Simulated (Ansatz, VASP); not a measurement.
## One calculation of KBr, two programs

```
CELL_PARAMETERS angstrom
0.00000 3.30000 3.30000
3.30000 0.00000 3.30000
3.30000 3.30000 0.00000
ATOMIC_POSITIONS crystal
Br 0.50000 0.50000 0.50000
K 0.00000 0.00000 0.00000
```

Alike in both runs: task single point; functional PBE; k mesh 6 × 6 × 6; occupations fermi-dirac, width 0.05 eV; no spin polarisation.

|  | VASP | Ansatz |
| --- | --- | --- |
| version | VASP 6.6.1 | Ansatz 0.2.0 |
| potentials or method | VASP PAW PBE potentials, release 64 (Br, K_sv), cutoff 520 eV | all-electron PAW datasets made for the crystal |

VASP gave:

```
gap on the k mesh at the Fermi level (eV) : 4.43
least direct gap on the mesh (eV)         : 4.43
pressure (GPa)                            : 0.8
```

Problem. Estimate Ansatz's values.

Solution. gap on the k mesh at the Fermi level (eV): 4.44; least direct gap on the mesh (eV): 4.44; pressure (GPa): 0.7.

Ansatz ran all-electron here, and VASP with PAW potentials.
